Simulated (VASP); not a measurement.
A run of VASP 6.6.1 is set up as follows.

File INCAR:

```
PREC     = Accurate       # precision mode
ENCUT    = 520            # plane-wave cutoff, eV
EDIFF    = 1E-7           # SCF threshold, eV
ISMEAR   = 0              # smearing method
SIGMA    = 0.1            # smearing width, eV
LREAL    = F              # projectors in reciprocal space
LASPH    = T              # aspherical terms in the spheres
NELM     = 100            # most SCF steps
ALGO     = Normal         # electronic algorithm
ISIF     = 2              # what is computed and relaxed
LWAVE    = F              # write WAVECAR
LCHARG   = T              # write CHGCAR
GGA      = PE             # functional
LELF     = T              # ELF
LVHAR    = T            
NBANDS   = 28             # bands
```

Contents of KPOINTS:

```
regular mesh
0
Gamma
  6 6 6
```

Contents of POSCAR:

```
AlO6
1.0
    2.6622158046      1.5370310114      3.4495896523
   -2.6622158046      1.5370310114      3.4495896523
    0.0000000000     -3.0740620228      3.4495896523
Al O
1 6
Direct
    0.0000000000      0.0000000000      0.0000000000
    0.0690509792      0.5532529879      0.0690509792
    0.9309490208      0.4467470121      0.9309490208
    0.5532529879      0.0690509792      0.0690509792
    0.4467470121      0.9309490208      0.9309490208
    0.0690509792      0.0690509792      0.5532529879
    0.9309490208      0.9309490208      0.4467470121
```

Potentials or basis: VASP PAW PBE potentials, release 64 (Al, O).

Command:

```sh
$ cat potpaw_PBE.64/Al/POTCAR potpaw_PBE.64/O/POTCAR > POTCAR
$ mpirun -np 1 vasp_std > vasp.out
```

Q: Estimate the largest force.

A: 0.430 eV/Å.

Q: Predict the pressure.

A: 0.8 GPa.

Stress tensor (GPa, compression positive):
```
-0.35  0.00  0.00
 0.00 -0.35  0.00
 0.00  0.00  3.02
```

Caveat: an odd number of electrons without spin polarisation forces a metal; a magnetic or distorted state may lie lower.
